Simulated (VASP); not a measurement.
# Sn2O5 in VASP: single point with PBEsol

Aim: the single point of Sn2O5 with PBEsol.

Program: VASP 6.6.1. These are calculated values, not measurements. Logs are shortened: lines on timing, memory, paths and dates and some standing lists are left out, and cuts for length are marked.

## 1. The cell of the first run

The cell holds a slab with vacuum, 28 atoms: a = 4.769 Å, b = 5.750 Å, c = 26.689 Å, α = 90.00°, β = 90.00°, γ = 90.00°.

## 2. Single point, PBEsol

File INCAR:

```
SYSTEM = Sn2O5
PREC     = Accurate       ! precision mode
ENCUT    = 520            ! plane-wave cutoff, eV
EDIFF    = 1E-6           ! SCF threshold, eV
ISMEAR   = 0              ! smearing method
SIGMA    = 0.05           ! smearing width, eV
LREAL    = Auto         
LASPH    = .TRUE.         ! aspherical terms in the spheres
NELM     = 100            ! most SCF steps
ALGO     = Fast           ! electronic algorithm
ISIF     = 2              ! what is computed and relaxed
LWAVE    = .FALSE.        ! write WAVECAR
LCHARG   = .FALSE.        ! write CHGCAR
LDIPOL   = .TRUE.       
IDIPOL   = 3            
DIPOL    = 0.5 0.5 0.500
GGA      = PS             ! functional
NBANDS   = 136            ! bands
```

File KPOINTS:

```
regular mesh
0
G
  6 5 1
  0 0 0
```

File POSCAR:

```
Sn2O5
1.0
    4.7689689470      0.0000000000      0.0000000000
    0.0000000000      5.7498215922      0.0000000000
    0.0000000000      0.0000000000     26.6887156794
O Sn
20 8
Direct
    0.6937234954      0.2106948558      0.2810176439
    0.8062765046      0.7106948558      0.2810176439
    0.1937234954      0.9772288100      0.3196934639
    0.3062765046      0.4772288100      0.3196934639
    0.6937234954      0.8986185217      0.3808398670
    0.8062765046      0.3986185217      0.3808398670
    0.1937234954      0.6651524759      0.4195156869
    0.3062765046      0.1651524759      0.4195156869
    0.6937234954      0.5865421875      0.4806620900
    0.8062765046      0.0865421875      0.4806620900
    0.1937234954      0.3530761417      0.5193379100
    0.3062765046      0.8530761417      0.5193379100
    0.6937234954      0.2744658533      0.5804843131
    0.8062765046      0.7744658533      0.5804843131
    0.1937234954      0.0409998075      0.6191601330
    0.3062765046      0.5409998075      0.6191601330
    0.6937234954      0.9623895192      0.6803065361
    0.8062765046      0.4623895192      0.6803065361
    0.1937234954      0.7289234734      0.7189823561
    0.3062765046      0.2289234734      0.7189823561
    0.0000000000      0.6879236658      0.3502666654
    0.5000000000      0.1879236658      0.3502666654
    0.0000000000      0.3758473317      0.4500888885
    0.5000000000      0.8758473317      0.4500888885
    0.0000000000      0.0637709975      0.5499111115
    0.5000000000      0.5637709975      0.5499111115
    0.0000000000      0.7516946634      0.6497333346
    0.5000000000      0.2516946634      0.6497333346
```

Potentials or basis: VASP PAW PBE potentials, release 64 (O, Sn_d).

Run with:

```console
$ cat potpaw_PBE.64/O/POTCAR potpaw_PBE.64/Sn_d/POTCAR > POTCAR
$ mpirun -np 1 vasp_std > vasp.out
```

OUTCAR:

```text
SYSTEM = Sn2O5
   PREC = Accurate
   ENCUT = 520
   EDIFF = 1E-6
   ISMEAR = 0
   LREAL = Auto
   LASPH = .TRUE.
   NELM = 100
   ISIF = 2
   GGA = PS

 ion  position               nearest neighbor table
   1  0.694  0.211  0.281-  22 2.07
   2  0.806  0.711  0.281-  21 2.07
   3  0.194  0.977  0.320-  22 2.07  21 2.07
   4  0.306  0.477  0.320-  21 2.07  22 2.07
   5  0.694  0.899  0.381-  21 2.07  22 2.07  24 2.07
   6  0.806  0.399  0.381-  22 2.07  21 2.07  23 2.07
   7  0.194  0.665  0.420-  24 2.07  21 2.07  23 2.07
   8  0.306  0.165  0.420-  23 2.07  22 2.07  24 2.07
   9  0.694  0.587  0.481-  23 2.07  24 2.07  26 2.07
  10  0.806  0.087  0.481-  24 2.07  23 2.07  25 2.07
  11  0.194  0.353  0.519-  26 2.07  25 2.07  23 2.07
  12  0.306  0.853  0.519-  25 2.07  26 2.07  24 2.07
  13  0.694  0.274  0.580-  25 2.07  28 2.07  26 2.07
  14  0.806  0.774  0.580-  26 2.07  27 2.07  25 2.07
  15  0.194  0.041  0.619-  28 2.07  27 2.07  25 2.07
  16  0.306  0.541  0.619-  27 2.07  28 2.07  26 2.07
  17  0.694  0.962  0.680-  27 2.07  28 2.07
[... 5 lines left out ...]
  22  0.500  0.188  0.350-   3 2.07   6 2.07   4 2.07   5 2.07   8 2.07   1 2.07  24 3.21  21 3.74
                            21 3.74  21 3.74  21 3.74  23 3.74  23 3.74
  23  0.000  0.376  0.450-   9 2.07   8 2.07  10 2.07   6 2.07  11 2.07   7 2.07  25 3.21  21 3.21
                            26 3.74  26 3.74  24 3.74  24 3.74  24 3.74  24 3.74  22 3.74  22 3.74
  24  0.500  0.876  0.450-  10 2.07   7 2.07   9 2.07   5 2.07  12 2.07   8 2.07  26 3.21  22 3.21
                            25 3.74  25 3.74  23 3.74  23 3.74  23 3.74  23 3.74  21 3.74  21 3.74
  25  0.000  0.064  0.550-  12 2.07  13 2.07  11 2.07  10 2.07  15 2.07  14 2.07  23 3.21  27 3.21
                            24 3.74  24 3.74  26 3.74  26 3.74  26 3.74  26 3.74  28 3.74  28 3.74
  26  0.500  0.564  0.550-  11 2.07  14 2.07  12 2.07   9 2.07  16 2.07  13 2.07  24 3.21  28 3.21
                            23 3.74  23 3.74  25 3.74  25 3.74  25 3.74  25 3.74  27 3.74  27 3.74
  27  0.000  0.752  0.650-  17 2.07  16 2.07  18 2.07  15 2.07  14 2.07  19 2.07  25 3.21  28 3.74
                            28 3.74  28 3.74  28 3.74  26 3.74  26 3.74
  28  0.500  0.252  0.650-  18 2.07  15 2.07  17 2.07  16 2.07  13 2.07  20 2.07  26 3.21  27 3.74
                            27 3.74  27 3.74  27 3.74  25 3.74  25 3.74

  LATTYP: Found a simple orthorhombic cell.
 ALAT       =     4.7689689470
 B/A-ratio  =     1.2056739425
 C/A-ratio  =     5.5963282580

  Lattice vectors:

 A1 = (   4.7689689470,   0.0000000000,   0.0000000000)
 A2 = (   0.0000000000,   5.7498215922,   0.0000000000)
 A3 = (   0.0000000000,   0.0000000000,  26.6887156794)

Analysis of symmetry for initial positions (statically):
=====================================================================
 Subroutine PRICEL returns:
 Original cell was already a primitive cell.

 Routine SETGRP: Setting up the symmetry group for a
 simple orthorhombic supercell.

 Subroutine GETGRP returns: Found  4 space group operations
 (whereof  1 operations were pure point group operations)
 out of a pool of  8 trial point group operations.

The static configuration has the point symmetry C_1 .
 The point group associated with its full space group is C_2h.

Analysis of symmetry for dynamics (positions and initial velocities):
=====================================================================
 Subroutine PRICEL returns:
 Original cell was already a primitive cell.

 Routine SETGRP: Setting up the symmetry group for a
 simple orthorhombic supercell.

 Subroutine GETGRP returns: Found  4 space group operations
 (whereof  1 operations were pure point group operations)
 out of a pool of  8 trial point group operations.

The dynamic configuration has the point symmetry C_1 .
 The point group associated with its full space group is C_2h.

 Subroutine INISYM returns: Found  4 space group operations
 (whereof  1 operations are pure point group operations),
 and found     1 'primitive' translations

----------------------------------------------------------------------------------------

                                     Primitive cell

  volume of cell :     731.8238

  direct lattice vectors                    reciprocal lattice vectors
     4.768968947  0.000000000  0.000000000     0.209688931  0.000000000  0.000000000
     0.000000000  5.749821592  0.000000000     0.000000000  0.173918440  0.000000000
     0.000000000  0.000000000 26.688715679     0.000000000  0.000000000  0.037469019

  length of vectors
     4.768968947  5.749821592 26.688715679     0.209688931  0.173918440  0.037469019

  position of ions in fractional coordinates (direct lattice)
[... 85 lines left out ...]

 Following reciprocal coordinates:
            Coordinates               Weight
  0.000000  0.000000  0.000000      1.000000
  0.166667  0.000000  0.000000      2.000000
  0.333333  0.000000  0.000000      2.000000
  0.500000  0.000000  0.000000      1.000000
  0.000000  0.200000  0.000000      2.000000
  0.166667  0.200000  0.000000      4.000000
  0.333333  0.200000  0.000000      4.000000
  0.500000  0.200000  0.000000      2.000000
  0.000000  0.400000  0.000000      2.000000
  0.166667  0.400000  0.000000      4.000000
  0.333333  0.400000  0.000000      4.000000
  0.500000  0.400000  0.000000      2.000000
   k-points           NKPTS =     12   k-points in BZ     NKDIM =     12   number of bands    NBANDS=    136
   number of dos      NEDOS =    301   number of ions     NIONS =     28
   total plane-waves  NPLWV = 345600
   dimension x,y,z NGX =    36 NGY =   48 NGZ =  200
   dimension x,y,z NGXF=    72 NGYF=   96 NGZF=  400
   ions per type =              20   8
   NGX,Y,Z   is equivalent  to a cutoff of  12.55, 13.88, 12.46 a.u.
   NGXF,Y,Z  is equivalent  to a cutoff of  25.10, 27.76, 24.92 a.u.
 SYSTEM =  Sn2O5
   PREC   = accura    normal or accurate (medium, high low for compatibility)
   ISTART =      0    job   : 0-new  1-cont  2-samecut
   ICHARG =      2    charge: 1-file 2-atom 10-const
   ISPIN  =      1    spin polarized calculation?
   LNONCOLLINEAR =      F non collinear calculations
   LSORBIT =      F    spin-orbit coupling
   LASPH  =      T    aspherical Exc in radial PAW
   ENCUT  =  520.0 eV  38.22 Ry    6.18 a.u.   8.87 10.69 49.62*2*pi/ulx,y,z
   NELM   =    100;   NELMIN=  2; NELMDL= -5     # of ELM steps
   EDIFF  = 0.1E-05   stopping-criterion for ELM
   LREAL  =      T    real-space projection
   EDIFFG = 0.1E-04   stopping-criterion for IOM
   NSW    =      0    number of steps for IOM
   IBRION =     -1    ionic relax: 0-MD 1-quasi-New 2-CG
   NFREE  =      0    steps in history (QN), initial steepest desc. (CG)
   ISIF   =      2    stress and relaxation
   ISYM   =      2    0-nonsym 1-usesym 2-fastsym
   POTIM  = 0.5000    time-step for ionic-motion
   TEBEG  =    0.0;   TEEND  =   0.0 temperature during run
   PSTRESS=    0.0 pullay stress
   NELECT =     232.0000    total number of electrons
   NUPDOWN=      -1.0000    fix difference up-down
   EMIN   =  10.00;   EMAX   =-10.00  energy-range for DOS
   EFERMI =   0.00;   METHOD = LEGACY
   ISMEAR =     0;   SIGMA  =   0.05  broadening in eV -4-tet -1-fermi 0-gaus
   EFERMI_NEDOS =   21; number of points for ismear=-14 and -15
   IALGO  =     68    algorithm
   IMIX   =      4    mixing-type and parameters
     AMIX     =   0.40;   BMIX     =  1.00
     AMIX_MAG =   1.60;   BMIX_MAG =  1.00
  volume/ion in A,a.u.               =      26.14       176.38
  Fermi-wavevector in a.u.,A,eV,Ry     =   1.116268  2.109441 16.953611  1.246055
  Thomas-Fermi vector in A             =   2.252881
   LORBIT       =      0    0 simple, 1 ext, 2 COOP (PROOUT), +10 PAW based schemes
   GGA     = PS    functional components
   LHFCALC =     F    Hartree Fock is set to
   AEXX    =    0.0000 exact exchange contribution
   IVDW    =     0    specifies the selected vdW correction
   LEPSILON=     F    determine dielectric tensor
   LRPA    =     F    only Hartree local field effects (RPA)
 non-spin polarized calculation
 RMM-DIIS sequential band-by-band and
 Gauss-broadening in eV      SIGMA  =   0.05
  energy-cutoff  :      520.00
  volume of cell :      731.82
 maximum number of plane-waves:     19758
 NGX is ok and might be reduce to    36
   NGX = 17   NGY = 21   NGZ = 99

 dipolmoment           0.000000      0.000000      0.000000 electrons x Angstroem

 number of electron     232.0000045 magnetization

 dipolmoment           0.000000      0.000000     -0.000003 electrons x Angstroem

 Free energy of the ion-electron system (eV)
  ---------------------------------------------------
  ext. energy  EPLUGINS =         0.00000000
  ---------------------------------------------------
  free energy    TOTEN  =      -163.33098346 eV

  energy without entropy =     -163.28398818  energy(sigma->0) =     -163.30748582

 E-fermi :  -3.0443     XC(G=0):  -5.6628

 val. band max:       -3.0461131715   @ k =   0.1667   0.4000   0.0000
 cond. band min:      -3.0437940673   @ k =   0.0000   0.4000   0.0000
 fundamental gap:      0.0023191042
 Fermi energy:        -3.0443406985

 k-point     1 :       0.0000    0.0000    0.0000
  band No.  band energies     occupation
      1     -23.9021      2.00000
      2     -23.8421      2.00000
      3     -23.8051      2.00000
      4     -23.4967      2.00000
      5     -23.4606      2.00000
      6     -23.4541      2.00000
[... 1561 lines left out ...]
    127       3.0289      0.00000
    128       3.0289      0.00000
 [bands above 128 left out]

------------------------ aborting loop because EDIFF is reached ----------------------------------------

 vacuum level on the upper side and lower side of the slab       (xc-potential included)        -0.008        -0.008

  FORCE on cell =-STRESS in cart. coord.  units (eV):
  Direction    XX          YY          ZZ          XY          YZ          ZX
  --------------------------------------------------------------------------------------
  -------------------------------------------------------------------------------------
  Total       -2.6914954     -6.5615785     -0.4911557      0.0000000      1.1575143      0.0000000
  in kB       -5.8924742    -14.3652230     -1.0752840      0.0000000      2.5341389      0.0000000
  external PRESSURE =      -7.1109937 kB  Pullay stress =       0.0000000 kB

 VOLUME and BASIS-vectors are now :
 -----------------------------------------------------------------------------
  energy-cutoff  :      520.00
  volume of cell :      731.82
      direct lattice vectors                 reciprocal lattice vectors
     4.768968947  0.000000000  0.000000000     0.209688931  0.000000000  0.000000000
     0.000000000  5.749821592  0.000000000     0.000000000  0.173918440  0.000000000
     0.000000000  0.000000000 26.688715679     0.000000000  0.000000000  0.037469019

 POSITION                                       TOTAL-FORCE (eV/Angst)
 -----------------------------------------------------------------------------------
      3.30835      1.21146      7.50000         0.128866     -0.191332      0.503641
      3.84511      4.08637      7.50000        -0.128866     -0.191332      0.503641
      0.92386      5.61889      8.53221        -0.342876     -0.142436      0.115422
      1.46062      2.74398      8.53221         0.342876     -0.142436      0.115422
      3.30835      5.16690     10.16413        -0.045269     -0.064444      0.352125
      3.84511      2.29199     10.16413         0.045269     -0.064444      0.352125
[... 20 lines left out ...]
      0.00000      4.32211     17.34055        -0.083697     -0.435084      1.267654
      2.38448      1.44720     17.34055         0.083697     -0.435084      1.267654
 -----------------------------------------------------------------------------------
    total drift:                                0.000000      0.000120     -0.000397

  FREE ENERGIE OF THE ION-ELECTRON SYSTEM (eV)
  ---------------------------------------------------
  free  energy   TOTEN  =      -163.3309834614 eV

  energy  without entropy=     -163.2839881770  energy(sigma->0) =     -163.30748582

 vacuum level on the upper side and lower side of the slab         6.465         6.465
```

It took 58 min on 1 thread of Oxide Virtual Turin-like, shared host; peak memory 1.1 GiB.

What came out:

```
Free energy            : -163.3310 eV
Largest force          : 1.343 eV/Å
Band gap on the k mesh : zero (bands 116 and 117 overlap by 0.12 eV)
```

Forces on the atoms (eV/Å):
```
O    0.129 -0.191  0.504
O   -0.129 -0.191  0.504
O   -0.343 -0.142  0.115
O    0.343 -0.142  0.115
O   -0.045 -0.064  0.352
O    0.045 -0.064  0.352
O    0.059 -0.005  0.271
O   -0.059 -0.005  0.271
O    0.015 -0.013  0.007
O   -0.015 -0.013  0.007
O    0.015  0.013 -0.007
O   -0.015  0.013 -0.007
O    0.059  0.005 -0.271
O   -0.059  0.005 -0.271
O   -0.045  0.064 -0.352
O    0.045  0.064 -0.352
O   -0.343  0.142 -0.115
O    0.343  0.142 -0.115
O    0.129  0.191 -0.504
O   -0.129  0.191 -0.504
Sn   0.084  0.435 -1.268
Sn  -0.084  0.435 -1.268
Sn   0.022  0.002 -0.099
Sn  -0.022  0.002 -0.099
Sn  -0.022 -0.002  0.099
Sn   0.022 -0.002  0.099
Sn  -0.084 -0.435  1.268
Sn   0.084 -0.435  1.268
```

Caveat: the PAW data sets were made with another functional, which shifts forces and pressure a little; spin-orbit coupling is left out, which moves the levels of the heavy elements.
